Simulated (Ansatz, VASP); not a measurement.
Two plane-wave programs on AlN

Contents of INCAR:

```
SYSTEM = AlN
PREC = Accurate
ENCUT = 520
EDIFF = 1E-7
ISMEAR = 0
SIGMA = 0.05
LREAL = .False.
LASPH = .True.
NELM = 100
ALGO = Normal
ISIF = 2
LWAVE = .False.
LCHARG = .False.
GGA = PS
NBANDS = 16
```

The input KPOINTS:

```
regular mesh
0
Gamma
  9 9 6
  0 0 0
```

Contents of POSCAR:

```
AlN
1.0
    3.3610000000      0.0000000000      0.0000000000
   -1.6805000000      2.9107113821      0.0000000000
    0.0000000000      0.0000000000      4.3483000000
Al N
2 2
Direct
    0.3333333333      0.6666666667      0.7500000000
    0.6666666667      0.3333333333      0.2500000000
    0.3333333333      0.6666666667      0.2500000000
    0.6666666667      0.3333333333      0.7500000000
```

Input for Ansatz:

```yaml
crystal:
  lattice:
    - [3.361, 0.0, 0.0]
    - [-1.6805, 2.9107113821, 0.0]
    - [0.0, 0.0, 4.3483]
  atoms:
    - { symbol: Al, position: [0.3333333333, 0.6666666667, 0.75] }
    - { symbol: Al, position: [0.6666666667, 0.3333333333, 0.25] }
    - { symbol: "N", position: [0.3333333333, 0.6666666667, 0.25] }
    - { symbol: "N", position: [0.6666666667, 0.3333333333, 0.75] }
basis:
  ecutwfc: 520.0
kpoints:
  mp_grid: { grid: [9, 9, 6] }
hamiltonian:
  xc: pbesol
scf:
  occupations: { method: gaussian, width: 0.05 }
output:
  forces: true
  stress: true
  eigenvalues: true
```

Alike in both runs: task single point; functional PBEsol; k mesh 9 × 9 × 6; occupations gaussian, width 0.05 eV; no spin polarisation.

|  | VASP | Ansatz |
| --- | --- | --- |
| version | VASP 6.6.1 | Ansatz 0.2.0 |
| potentials or method | VASP PAW PBE potentials, release 64 (Al, N), cutoff 520 eV | scalar-relativistic, plane waves, PAW |
| valence electrons in the cell | 16 | 16 |

Ansatz gave:

* gap on the k mesh at the Fermi level (eV): 2.61
* least direct gap on the mesh (eV): 2.61
* pressure (GPa): -14.6
* traceless stress, the component that is largest in VASP (GPa): -0.48

Problem. Estimate VASP's values.

Solution. gap on the k mesh at the Fermi level (eV): 2.62; least direct gap on the mesh (eV): 2.62; pressure (GPa): -14.7; traceless stress, the component that is largest in VASP (GPa): -0.49.

VASP's potentials were made for PBE, not for PBEsol. The functional is the same, so the differences come from potentials, cutoffs and numerics.
